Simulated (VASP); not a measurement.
# SiC3 (P-4m2) in VASP: G0W0 quasiparticle levels with PBE

Aim: the G0W0 quasiparticle levels of SiC3 with PBE.

All numbers are computed with VASP 6.6.1; they aren't measurements. Logs are shortened: lines on timing, memory, paths and dates and some standing lists are left out, and cuts for length are marked.

**1. The cell of the first run**

The structure is tetragonal, space group P-4m2 (No. 115). The conventional cell has a = 2.796 Å, b = 2.796 Å, c = 4.090 Å, α = 90.00°, β = 90.00°, γ = 90.00°. C (site symmetry 2mm) has 2 C at 1.65 Å and 2 Si at 1.82 Å within 2.2 Å. C (site symmetry -4m2) has 4 C at 1.65 Å within 2.2 Å. Si (site symmetry -4m2) has 4 C at 1.82 Å within 2.4 Å.

**2. G0W0 quasiparticle levels, PBE**

Contents of POSCAR:

```
SiC3
1.0
    2.7964006860      0.0000000000      0.0000000000
    0.0000000000      2.7964006860      0.0000000000
    0.0000000000      0.0000000000      4.0900436070
C Si
3 1
Direct
    0.5000000000      0.0000000000      0.7862689766
    0.5000000000      0.5000000000      0.0000000000
    0.0000000000      0.5000000000      0.2137310234
    0.0000000000      0.0000000000      0.5000000000
```

Contents of INCAR.step1:

```
SYSTEM = SiC3
  PREC = Accurate
  ENCUT = 500
  EDIFF = 1E-8
  ISMEAR = 0
  SIGMA = 0.01
  LREAL = .FALSE.
  LASPH = .TRUE.
  NELM = 100
  ALGO = Normal
  LWAVE = .TRUE.
  LCHARG = .FALSE.
  GGA = PE
```

Contents of INCAR.step2:

```
SYSTEM = SiC3
  PREC = Accurate
  ENCUT = 500
  EDIFF = 1E-8
  ISMEAR = 0
  SIGMA = 0.01
  LREAL = .FALSE.
  LASPH = .TRUE.
  NELM = 1
  ALGO = Exact
  LWAVE = .TRUE.
  LCHARG = .FALSE.
  GGA = PE
  NBANDS = 59
  LOPTICS = .TRUE.
  ISTART = 1
```

Contents of INCAR.step3:

```
SYSTEM = SiC3
  PREC = Accurate
  ENCUT = 500
  EDIFF = 1E-8
  ISMEAR = 0
  SIGMA = 0.01
  LREAL = .FALSE.
  LASPH = .TRUE.
  ALGO = EVGW0
  LWAVE = .FALSE.
  LCHARG = .FALSE.
  GGA = PE
  NELMGW = 1
  NBANDS = 59
  ENCUTGW = 80.0
  NOMEGA = 48
  PRECFOCK = Fast
  ISTART = 1
  NBANDSGW = 16
```

Contents of KPOINTS:

```
regular mesh
0
G
  8 8 6
  0 0 0
```

Potentials or basis: VASP PAW PBE potentials, release 64 (C_GW, Si_GW).

Started as:

```sh
$ cat potpaw_PBE.64/C_GW/POTCAR potpaw_PBE.64/Si_GW/POTCAR > POTCAR
$ cp INCAR.step1 INCAR
$ mpirun -np 1 vasp_std > vasp.out
$ cp INCAR.step2 INCAR
$ mpirun -np 1 vasp_std > vasp.out
$ cp INCAR.step3 INCAR
$ mpirun -np 1 vasp_std > vasp.out
```

OUTCAR:

```text
SYSTEM = SiC3
   PREC = Accurate
   ENCUT = 500
   EDIFF = 1E-8
   ISMEAR = 0
   LREAL = .FALSE.
   LASPH = .TRUE.
   GGA = PE
   NELMGW = 1
   ENCUTGW = 80.0
   PRECFOCK = Fast
   ISTART = 1

 ion  position               nearest neighbor table
   1  0.500  0.000  0.786-   2 1.65   2 1.65   4 1.82   4 1.82
   2  0.500  0.500  0.000-   1 1.65   3 1.65   1 1.65   3 1.65
   3  0.000  0.500  0.214-   2 1.65   2 1.65   4 1.82   4 1.82
   4  0.000  0.000  0.500-   1 1.82   3 1.82   3 1.82   1 1.82

  LATTYP: Found a simple tetragonal cell.
 ALAT       =     2.7964006860
 C/A-ratio  =     1.4626099999

  Lattice vectors:

 A1 = (   2.7964006860,   0.0000000000,   0.0000000000)
 A2 = (   0.0000000000,   2.7964006860,   0.0000000000)
 A3 = (   0.0000000000,   0.0000000000,   4.0900436070)

Analysis of symmetry for initial positions (statically):
=====================================================================
 Subroutine PRICEL returns:
 Original cell was already a primitive cell.

 Routine SETGRP: Setting up the symmetry group for a
 simple tetragonal supercell.

 Subroutine GETGRP returns: Found  8 space group operations
 (whereof  8 operations were pure point group operations)
 out of a pool of 16 trial point group operations.

The static configuration has the point symmetry D_2d.

Analysis of symmetry for dynamics (positions and initial velocities):
=====================================================================
 Subroutine PRICEL returns:
 Original cell was already a primitive cell.

 Routine SETGRP: Setting up the symmetry group for a
 simple tetragonal supercell.

 Subroutine GETGRP returns: Found  8 space group operations
 (whereof  8 operations were pure point group operations)
 out of a pool of 16 trial point group operations.

The dynamic configuration has the point symmetry D_2d.

 Subroutine INISYM returns: Found  8 space group operations
 (whereof  8 operations are pure point group operations),
 and found     1 'primitive' translations

----------------------------------------------------------------------------------------

                                     Primitive cell

  volume of cell :      31.9836

  direct lattice vectors                    reciprocal lattice vectors
     2.796400686  0.000000000  0.000000000     0.357602544  0.000000000  0.000000000
     0.000000000  2.796400686  0.000000000     0.000000000  0.357602544  0.000000000
     0.000000000  0.000000000  4.090043607     0.000000000  0.000000000  0.244496171

  length of vectors
     2.796400686  2.796400686  4.090043607     0.357602544  0.357602544  0.244496171

  position of ions in fractional coordinates (direct lattice)
     0.500000000  0.000000000  0.786268977
     0.500000000  0.500000000  0.000000000
     0.000000000  0.500000000  0.213731023
     0.000000000  0.000000000  0.500000000

  ion indices of the primitive-cell ions
   primitive index   ion index
                 1           1
                 2           2
                 3           3
                 4           4

----------------------------------------------------------------------------------------

 KPOINTS: regular mesh

Automatic generation of k-mesh.
 Grid dimensions read from file:
 generate k-points for:    8    8    6

 Generating k-lattice:

  Cartesian coordinates                     Fractional coordinates (reciprocal lattice)
     0.044700318  0.000000000  0.000000000     0.125000000  0.000000000  0.000000000
     0.000000000  0.044700318  0.000000000     0.000000000  0.125000000  0.000000000
     0.000000000  0.000000000  0.040749362     0.000000000  0.000000000  0.166666667

  Length of vectors
     0.044700318  0.044700318  0.040749362

  Shift w.r.t. Gamma in fractional coordinates (k-lattice)
     0.000000000  0.000000000  0.000000000

 Subroutine IBZKPT returns following result:
 ===========================================

 Found     60 irreducible k-points:

 Following reciprocal coordinates:
            Coordinates               Weight
  0.000000  0.000000  0.000000      1.000000
  0.125000  0.000000  0.000000      4.000000
  0.250000  0.000000  0.000000      4.000000
  0.375000  0.000000  0.000000      4.000000
  0.500000  0.000000  0.000000      2.000000
  0.125000  0.125000  0.000000      4.000000
[... 16 lines left out ...]
  0.375000  0.125000  0.166667     16.000000
  0.500000  0.125000  0.166667      8.000000
 [... further k-points ...]
   k-points           NKPTS =     60   k-points in BZ     NKDIM =    384   number of bands    NBANDS=     59
   number of dos      NEDOS =    301   number of ions     NIONS =      4
   total plane-waves  NPLWV =  12000
   dimension x,y,z NGX =    20 NGY =   20 NGZ =   30
   dimension x,y,z NGXF=    40 NGYF=   40 NGZF=   60
   ions per type =               3   1
   NGX,Y,Z   is equivalent  to a cutoff of  11.89, 11.89, 12.19 a.u.
   NGXF,Y,Z  is equivalent  to a cutoff of  23.78, 23.78, 24.39 a.u.
 SYSTEM =  SiC3
   PREC   = accura    normal or accurate (medium, high low for compatibility)
   ISTART =      1    job   : 0-new  1-cont  2-samecut
   ICHARG =      0    charge: 1-file 2-atom 10-const
   ISPIN  =      1    spin polarized calculation?
   LNONCOLLINEAR =      F non collinear calculations
   LSORBIT =      F    spin-orbit coupling
   LASPH  =      T    aspherical Exc in radial PAW
   ENCUT  =  500.0 eV  36.75 Ry    6.06 a.u.   5.10  5.10  7.46*2*pi/ulx,y,z
   NELM   =     60;   NELMIN=  2; NELMDL=  0     # of ELM steps
   EDIFF  = 0.1E-07   stopping-criterion for ELM
   LREAL  =      F    real-space projection
   EDIFFG = 0.1E-06   stopping-criterion for IOM
   NSW    =      0    number of steps for IOM
   IBRION =     -1    ionic relax: 0-MD 1-quasi-New 2-CG
   NFREE  =      0    steps in history (QN), initial steepest desc. (CG)
   ISIF   =      0    stress and relaxation
   ISYM   =      3    0-nonsym 1-usesym 2-fastsym
   POTIM  = 0.5000    time-step for ionic-motion
   TEBEG  =    0.0;   TEEND  =   0.0 temperature during run
   PSTRESS=    0.0 pullay stress
   NELECT =      16.0000    total number of electrons
   NUPDOWN=      -1.0000    fix difference up-down
   EMIN   =  10.00;   EMAX   =-10.00  energy-range for DOS
   EFERMI =   0.00;   METHOD = LEGACY
   ISMEAR =     0;   SIGMA  =   0.01  broadening in eV -4-tet -1-fermi 0-gaus
   EFERMI_NEDOS =   21; number of points for ismear=-14 and -15
   IALGO  =     38    algorithm
   IMIX   =      4    mixing-type and parameters
     AMIX     =   0.40;   BMIX     =  1.00
     AMIX_MAG =   1.60;   BMIX_MAG =  1.00
  volume/ion in A,a.u.               =       8.00        53.96
  Fermi-wavevector in a.u.,A,eV,Ry     =   1.299589  2.455866 22.979297  1.688931
  Thomas-Fermi vector in A             =   2.430843
   LORBIT       =      0    0 simple, 1 ext, 2 COOP (PROOUT), +10 PAW based schemes
   GGA     = PE    functional components
   LHFCALC =     T    Hartree Fock is set to
   PRECFOCK=fast      Normal, Fast or Accurate (Low or Medium for compatibility)
   ENCUT4O =  -1.0   cutoff for four orbital integrals eV
   NKREDX  =     1    reduce k-point grid by
   NKREDY  =     1    reduce k-point grid by
   NKREDZ  =     1    reduce k-point grid by
   AEXX    =    1.0000 exact exchange contribution
   HFSCREEN=    0.0000 screening length (either q_TF or 0.3 A-1)
   HFSCREENC=   0.0000 screening length for correlation (either q_TF or 0.3 A-1)
   ENCUTFOCK=  -1.0 apply spherical cutoff to Coloumb kernel
   IVDW    =     0    specifies the selected vdW correction
   LEPSILON=     F    determine dielectric tensor
   LRPA    =     F    only Hartree local field effects (RPA)
   LRPAFORCE           =     F    calculate RPA forces
   ENCUTGW             =  80.0    cutoff for response function in eV
   ENCUTGWSOFT         =  64.0    soft cutoff for Coulomb kernel in GW response function in eV
   ENCUTLF             =  -1.0    cutoff for local field effects
   NELMGW              =     1    number of iterations in solving QP/BSE equation
   NELMHF              =     1    number of iterations in the inner HF iteration
   NKREDLFX            =     1    NKREDLFY  =   1   NKREDLFZ  =   1
 non-spin polarized calculation
 Gauss-broadening in eV      SIGMA  =   0.01
  energy-cutoff  :      500.00
  volume of cell :       31.98
 maximum number of plane-waves:       840
  NGX = 12; NGY = 12; NGZ = 18
   NGX = 11   NGY = 11   NGZ = 15
 maximum number of plane-waves:        58
 NGX is ok and might be reduce to    10

 QP shifts <psi_nk| G(iteration)W_0 |psi_nk>: iteration 1
 for sc-GW calculations column KS-energies equals QP-energies in previous step
 and V_xc(KS)=  KS-energies - (<T + V_ion + V_H > + <T+V_H+V_ion>^1  + <V_x>^1)

 k-point   1 :       0.0000    0.0000    0.0000
  band No.  KS-energies  QP-energies   sigma(KS)   V_xc(KS)     V^pw_x(r,r')   Z            occupation Imag(sigma)

      1      -9.4821     -10.4001     -15.0768     -13.8082     -23.5102       0.7236       2.0000       1.4421
      2      -2.8687      -3.5257     -15.5625     -14.6733     -22.2047       0.7389       2.0000       0.6995
      3      -1.6157      -2.3131     -14.5562     -13.6199     -20.1381       0.7448       2.0000       0.4859
      4       3.7655       3.4429     -15.3166     -14.9003     -18.9184       0.7748       2.0000       0.1289
      5       3.7655       3.4429     -15.3166     -14.9003     -18.9184       0.7748       2.0000       0.1289
      6       8.5361       8.5387     -15.4628     -15.4661     -17.6437       0.8040       2.0000       0.0622
[... 8 lines left out ...]
     15      22.6356      23.8289     -11.7628     -13.2997      -5.3194       0.7765       0.0000      -0.4069
     16      23.9248      25.4536     -12.4820     -14.5081      -5.3726       0.7545       0.0000      -0.5350

 k-point   2 :       0.1250    0.0000    0.0000
  band No.  KS-energies  QP-energies   sigma(KS)   V_xc(KS)     V^pw_x(r,r')   Z            occupation Imag(sigma)

      1      -9.2467     -10.1554     -15.0922     -13.8366     -23.4589       0.7237       2.0000       1.4096
      2      -2.7642      -3.4179     -15.6263     -14.7431     -22.2508       0.7402       2.0000       0.6912
      3      -1.4499      -2.1401     -14.6175     -13.6914     -20.1604       0.7452       2.0000       0.4713
      4       2.6799       2.2607     -14.8705     -14.3260     -18.6803       0.7699       2.0000       0.1628
      5       3.9262       3.6186     -15.3436     -14.9472     -18.8917       0.7759       2.0000       0.1243
      6       7.8159       7.7481     -15.2993     -15.2144     -17.7124       0.7984       2.0000       0.0714
[... 8 lines left out ...]
     15      22.9926      24.2781     -12.0521     -13.7160      -5.4945       0.7726       0.0000      -0.4248
     16      23.4129      24.8541     -12.3552     -14.2498      -5.4037       0.7607       0.0000      -0.4962
[... 421 lines left out ...]
 k-point  24 :       0.5000    0.1250    0.1667
  band No.  KS-energies  QP-energies   sigma(KS)   V_xc(KS)     V^pw_x(r,r')   Z            occupation Imag(sigma)

      1      -6.1428      -6.9054     -15.6266     -14.5884     -23.1598       0.7345       2.0000       0.9495
      2      -4.6798      -5.4337     -15.0377     -14.0208     -22.0540       0.7414       2.0000       0.9208
      3      -0.4572      -1.0503     -15.1440     -14.3510     -20.4540       0.7480       2.0000       0.3763
      4       0.9232       0.3200     -14.3526     -13.5548     -19.0899       0.7561       2.0000       0.3337
      5       3.8028       3.4216     -14.8796     -14.3894     -18.2788       0.7778       2.0000       0.1279
      6       4.5053       4.1008     -14.8934     -14.3702     -18.5045       0.7731       2.0000       0.1421
[... 8 lines left out ...]
     15      19.4257      20.7054     -11.8810     -13.5276      -6.0984       0.7772       0.0000      -0.2378
     16      21.8983      23.2546     -12.5756     -14.3537      -5.9263       0.7628       0.0000      -0.3772

 [... further k-points ...]
```

Run time: 76 min. Hardware: 1 thread of AMD EPYC 7R13, shared host; peak memory 0.88 GiB.

Results:

```
Quasiparticle gap                                   : 2.17 eV
Least direct quasiparticle gap                      : 2.59 eV
Band gap of the starting levels on the mesh         : 1.51 eV
Least direct gap of the starting levels on the mesh : 1.85 eV
```

Caveat: bands, screening cutoff and mesh are small and nothing is extrapolated, so the quasiparticle values aren't converged.
